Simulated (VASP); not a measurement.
# SnTe (R-3m) in VASP: notebook, part 2 of 2

VASP 6.6.1. The steps go on from the part before.

### Step 3. Electric field gradients, PBE (equal xy, yz and zx shear strains of +1 %)

INCAR reads:

```
SYSTEM = SnTe
PREC = Accurate
ENCUT = 520
EDIFF = 1E-8
ISMEAR = -1
SIGMA = 0.08
LREAL = .False.
LASPH = .True.
NELM = 60
ALGO = Normal
ISIF = 2
LWAVE = .False.
LCHARG = .False.
GGA = PE
LEFG = .True.
NBANDS = 17
```

KPOINTS reads:

```
regular mesh
0
Gamma
  11 11 11
  0 0 0
```

POSCAR reads:

```
SnTe
1.0
    0.0315650000      3.1722825000      3.1722825000
    3.1722825000      0.0315650000      3.1722825000
    3.1722825000      3.1722825000      0.0315650000
Sn Te
1 1
Direct
    0.0000000000      0.0000000000      0.0000000000
    0.5000000000      0.5000000000      0.5000000000
```

Potentials or basis: VASP PAW PBE potentials, release 64 (Sn_d, Te).

Command:

```console
$ cat potpaw_PBE.64/Sn_d/POTCAR potpaw_PBE.64/Te/POTCAR > POTCAR
$ mpirun -np 1 vasp_std > vasp.out
```

OUTCAR:

```text
SYSTEM = SnTe
   PREC = Accurate
   ENCUT = 520
   EDIFF = 1E-8
   ISMEAR = -1
   LREAL = .False.
   LASPH = .True.
   NELM = 60
   ISIF = 2
   GGA = PE

 ion  position               nearest neighbor table
   1  0.000  0.000  0.000-   2 3.16   2 3.16   2 3.16   2 3.16   2 3.16   2 3.16
   2  0.500  0.500  0.500-   1 3.16   1 3.16   1 3.16   1 3.16   1 3.16   1 3.16

  LATTYP: Found a trigonal (rhomboedric) cell.
 ALAT       =     4.4863959777
 COS(alpha) =     0.5099250056

  Lattice vectors:

 A1 = (   0.0315650000,   3.1722825000,   3.1722825000)
 A2 = (   3.1722825000,   0.0315650000,   3.1722825000)
 A3 = (   3.1722825000,   3.1722825000,   0.0315650000)

Analysis of symmetry for initial positions (statically):
=====================================================================
 Subroutine PRICEL returns:
 Original cell was already a primitive cell.

 Routine SETGRP: Setting up the symmetry group for a
 trigonal (rhombohedral) supercell.

 Subroutine GETGRP returns: Found 12 space group operations
 (whereof 12 operations were pure point group operations)
 out of a pool of 12 trial point group operations.

The static configuration has the point symmetry D_3d.

Analysis of symmetry for dynamics (positions and initial velocities):
=====================================================================
 Subroutine PRICEL returns:
 Original cell was already a primitive cell.

 Routine SETGRP: Setting up the symmetry group for a
 trigonal (rhombohedral) supercell.

 Subroutine GETGRP returns: Found 12 space group operations
 (whereof 12 operations were pure point group operations)
 out of a pool of 12 trial point group operations.

[... 159 lines left out ...]
      3     -15.0029      2.00000
      4     -15.0029      2.00000
      5     -15.0027      2.00000
      6      -5.8723      2.00000
[... 457 lines left out ...]
      4     -14.9995      2.00000
      5     -14.9979      2.00000
      6      -5.1816      2.00000
[... 9 lines left out ...]
     16      14.7925      0.00000
     17      14.9427      0.00000

 [... further k-points ...]

------------------------ aborting loop because EDIFF is reached ----------------------------------------

  FORCE on cell =-STRESS in cart. coord.  units (eV):
  Direction    XX          YY          ZZ          XY          YZ          ZX
  --------------------------------------------------------------------------------------
  -------------------------------------------------------------------------------------
  Total        0.7884394      0.7884394      0.7884394     -0.0618843     -0.0618843     -0.0618843
  in kB       20.0846370     20.0846370     20.0846370     -1.5764361     -1.5764361     -1.5764361
  external PRESSURE =      20.0846370 kB  Pullay stress =       0.0000000 kB

 VOLUME and BASIS-vectors are now :
 -----------------------------------------------------------------------------
  energy-cutoff  :      520.00
  volume of cell :       62.89
      direct lattice vectors                 reciprocal lattice vectors
     0.031565000  3.172282500  3.172282500    -0.159987407  0.158411176  0.158411176
     3.172282500  0.031565000  3.172282500     0.158411176 -0.159987407  0.158411176
     3.172282500  3.172282500  0.031565000     0.158411176  0.158411176 -0.159987407

 POSITION                                       TOTAL-FORCE (eV/Angst)
 -----------------------------------------------------------------------------------
      0.00000      0.00000      0.00000         0.000000      0.000000      0.000000
      3.18806      3.18806      3.18806        -0.000000     -0.000000     -0.000000
 -----------------------------------------------------------------------------------
    total drift:                               -0.000000      0.000000      0.000000

  FREE ENERGIE OF THE ION-ELECTRON SYSTEM (eV)
  ---------------------------------------------------
  free  energy   TOTEN  =        -7.5472607109 eV

  energy  without entropy=       -7.5455019484  energy(sigma->0) =       -7.54638133

 Electric field gradients (V/A^2)
---------------------------------------------------------------------
 ion       V_xx      V_yy      V_zz      V_xy      V_xz      V_yz
---------------------------------------------------------------------
   1       0.000     0.000     0.000     0.452     0.452     0.452
   2      -0.000     0.000    -0.000     5.695     5.695     5.695
---------------------------------------------------------------------

 Electric field gradients after diagonalization (V/A^2)
 (convention: |V_zz| > |V_xx| > |V_yy|)
----------------------------------------------------------------------
 ion       V_xx      V_yy      V_zz     asymmetry (V_yy - V_xx)/ V_zz
----------------------------------------------------------------------
   1      -0.452    -0.452     0.904       0.000
   2      -5.695    -5.695    11.390       0.000
----------------------------------------------------------------------

           NMR quadrupolar parameters

 Cq : quadrupolar parameter    Cq=e*Q*V_zz/h
 eta: asymmetry parameters     (V_yy - V_xx)/ V_zz
 Q  : nuclear electric quadrupole moment in mb (millibarn)
----------------------------------------------------------------------
 ion       Cq(MHz)       eta       Q (mb)
----------------------------------------------------------------------
   1       0.002       0.000       1.000
   2       0.028       0.000       1.000
----------------------------------------------------------------------
```

stdout:

```text
POSCAR found type information on POSCAR SnTe
 POSCAR found :  2 types and       2 ions
 scaLAPACK will be used
 LDA part: xc-table for (Slater+PW92), standard interpolation
 POSCAR, INCAR and KPOINTS ok, starting setup
 FFT: planning ... GRIDC
 FFT: planning ... GRID_SOFT
 FFT: planning ... GRID
 WAVECAR not read
 entering main loop
ion   1

ion   2
```

Run time: 3.7 min. Hardware: 1 thread of AMD EPYC 9R45 (Zen 5), shared host; peak memory 0.28 GiB.

Results:

```yaml
Free_energy: -7.5473 eV
Pressure: 2.0 GPa
Band_gap_on_the_k_mesh: 0.30 eV, indirect (least direct gap 0.41 eV)
```

Electric field gradients, principal values (V/Å²):
| atom | least | middle | greatest (by size) |
| --- | --- | --- | --- |
| 1 Sn | -0.452 | -0.452 | 0.904 |
| 2 Te | -5.695 | -5.695 | 11.390 |

Caveat: the cell differs from its parent crystal (equal xy, yz and zx shear strains of +1 %); without QUAD_EFG the Cq values of the log hold for a quadrupole moment of 1 mb, not for the nuclei; spin-orbit coupling is left out, which moves the levels of the heavy elements.

### Step 4. Electric field gradients, PBE (equal xy, yz and zx shear strains of +3 %)

INCAR reads:

```
ALGO = Normal ; EDIFF = 1E-8
ENCUT = 520 ; GGA = PE
ISIF = 2 ; ISMEAR = -1
LASPH = True ; LCHARG = False
LEFG = True ; LREAL = False
LWAVE = False ; NBANDS = 17
NELM = 100 ; PREC = Accurate
SIGMA = 0.08
```

KPOINTS reads:

```
k-points
0
Gamma
  11 11 11
```

POSCAR reads:

```
SnTe
1.0
    0.0946950000      3.2038475000      3.2038475000
    3.2038475000      0.0946950000      3.2038475000
    3.2038475000      3.2038475000      0.0946950000
Sn Te
1 1
Direct
    0.0000000000      0.0000000000      0.0000000000
    0.5000000000      0.5000000000      0.5000000000
```

Potentials or basis: VASP PAW PBE potentials, release 64 (Sn_d, Te).

Command:

```console
$ cat potpaw_PBE.64/Sn_d/POTCAR potpaw_PBE.64/Te/POTCAR > POTCAR
$ mpirun -np 1 vasp_std > vasp.out
```

OUTCAR:

```text
EDIFF = 1E-8
   ENCUT = 520
   GGA = PE
   ISIF = 2
   ISMEAR = -1
   LASPH = True
   LREAL = False
   NELM = 100
   PREC = Accurate

 ion  position               nearest neighbor table
   1  0.000  0.000  0.000-   2 3.16   2 3.16   2 3.16   2 3.16   2 3.16   2 3.16
   2  0.500  0.500  0.500-   1 3.16   1 3.16   1 3.16   1 3.16   1 3.16   1 3.16

  LATTYP: Found a trigonal (rhomboedric) cell.
 ALAT       =     4.5319140272
 COS(alpha) =     0.5293254421

  Lattice vectors:

 A1 = (   0.0946950000,   3.2038475000,   3.2038475000)
 A2 = (   3.2038475000,   0.0946950000,   3.2038475000)
 A3 = (   3.2038475000,   3.2038475000,   0.0946950000)

Analysis of symmetry for initial positions (statically):
=====================================================================
 Subroutine PRICEL returns:
 Original cell was already a primitive cell.

 Routine SETGRP: Setting up the symmetry group for a
 trigonal (rhombohedral) supercell.

[... 669 lines left out ...]
      direct lattice vectors                 reciprocal lattice vectors
     0.094695000  3.203847500  3.203847500    -0.163157501  0.158473554  0.158473554
     3.203847500  0.094695000  3.203847500     0.158473554 -0.163157501  0.158473554
     3.203847500  3.203847500  0.094695000     0.158473554  0.158473554 -0.163157501

 POSITION                                       TOTAL-FORCE (eV/Angst)
 -----------------------------------------------------------------------------------
      0.00000      0.00000      0.00000        -0.000000     -0.000000     -0.000000
      3.25120      3.25120      3.25120         0.000000      0.000000      0.000000
 -----------------------------------------------------------------------------------
    total drift:                               -0.000000      0.000000      0.000000

  FREE ENERGIE OF THE ION-ELECTRON SYSTEM (eV)
  ---------------------------------------------------
  free  energy   TOTEN  =        -7.5395188927 eV

  energy  without entropy=       -7.5366846408  energy(sigma->0) =       -7.53810177

 Electric field gradients (V/A^2)
---------------------------------------------------------------------
 ion       V_xx      V_yy      V_zz      V_xy      V_xz      V_yz
---------------------------------------------------------------------
   1       0.000     0.000     0.000     1.442     1.442     1.442
   2      -0.000    -0.000     0.000    17.353    17.353    17.353
---------------------------------------------------------------------

 Electric field gradients after diagonalization (V/A^2)
 (convention: |V_zz| > |V_xx| > |V_yy|)
----------------------------------------------------------------------
 ion       V_xx      V_yy      V_zz     asymmetry (V_yy - V_xx)/ V_zz
----------------------------------------------------------------------
   1      -1.442    -1.442     2.883       0.000
   2     -17.353   -17.353    34.706       0.000
----------------------------------------------------------------------

           NMR quadrupolar parameters

 Cq : quadrupolar parameter    Cq=e*Q*V_zz/h
 eta: asymmetry parameters     (V_yy - V_xx)/ V_zz
 Q  : nuclear electric quadrupole moment in mb (millibarn)
----------------------------------------------------------------------
 ion       Cq(MHz)       eta       Q (mb)
----------------------------------------------------------------------
   1       0.007       0.000       1.000
   2       0.084       0.000       1.000
----------------------------------------------------------------------
```

Run time: 4.7 min. Hardware: 1 thread of AMD EPYC 9R45 (Zen 5), shared host; peak memory 0.28 GiB.

Results:

| Property | Result |
| --- | --- |
| Free energy | -7.5395 eV |
| Pressure | 2.0 GPa |

Levels at points of the mesh, in eV from the Fermi level:
| k point | band 6 | band 7 | band 8 | band 9 | band 10 | band 11 | band 12 | band 13 | band 14 | band 15 |
| --- | --- | --- | --- | --- | --- | --- | --- | --- | --- | --- |
| (0.00, 0.00, 0.00) | -12.74 | -4.69 | -2.38 | -1.95 | -1.95 | 3.33 | 3.33 | 3.47 | 4.46 | 4.98 |

Electric field gradients, principal values (V/Å²):
```tsv
atom	least	middle	greatest (by size)
1 Sn	-1.442	-1.442	2.883
2 Te	-17.353	-17.353	34.706
```

Caveat: the cell differs from its parent crystal (equal xy, yz and zx shear strains of +3 %); without QUAD_EFG the Cq values of the log hold for a quadrupole moment of 1 mb, not for the nuclei; spin-orbit coupling is left out, which moves the levels of the heavy elements.

### Step 5. The runs side by side

| cell | gap on the mesh (eV) | pressure (GPa) |
| --- | --- | --- |
| a = 4.420 Å, angles 61.3°, 2 atoms | 0.21 | 2.0 |
| a = 4.486 Å, angles 59.3°, 2 atoms | 0.30 | 2.0 |
| a = 4.532 Å, angles 58.0°, 2 atoms | - | 2.0 |

Alike in all rows: task electric field gradients; level PBE; potentials or basis VASP PAW PBE potentials, release 64 (Sn_d, Te); no spin polarisation; k mesh 11 × 11 × 11; cutoff (eV) 520; smearing fermi-dirac 0.08 eV.

Caveats: spin-orbit coupling is left out, which moves the levels of the heavy elements.

Absolute energies hang on the potentials; compare differences alone.
